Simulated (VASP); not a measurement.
A run of VASP 6.6.1:

Contents of INCAR:

```
SYSTEM = HfB
ALGO = Normal
EDIFF = 1E-7
ENCUT = 520
GGA = PE
ISIF = 2
ISMEAR = 0
LASPH = .TRUE.
LCHARG = .FALSE.
LREAL = .FALSE.
LWAVE = .FALSE.
NBANDS = 14
NELM = 60
PREC = Accurate
SIGMA = 0.1
```

KPOINTS

```
k-points
0
G
  18 18 18
  0 0 0
```

The input POSCAR:

```
HfB
1.0
    2.2196517598      1.2815165410      1.5897803516
   -2.2196517598      1.2815165410      1.5897803516
    0.0000000000     -2.5630330820      1.5897803515
Hf B
1 1
Direct
    0.5000000000      0.5000000000      0.5000000000
    0.0000000000      0.0000000000      0.0000000000
```

Potentials or basis: VASP PAW PBE potentials, release 64 (Hf_pv, B).

The run is started by

```console
$ cat potpaw_PBE.64/Hf_pv/POTCAR potpaw_PBE.64/B/POTCAR > POTCAR
$ mpirun -np 1 vasp_std > vasp.out
```

Hardware: 1 thread of Intel Xeon 8259CL (shared host).

**Question.** How long does it take, and how much memory?

**Answer.** Wall time 3.7 min on 1 thread of Intel Xeon 8259CL, with other jobs on the host, peak memory 0.33 GiB. Counts: scf iterations 14, k points 580.
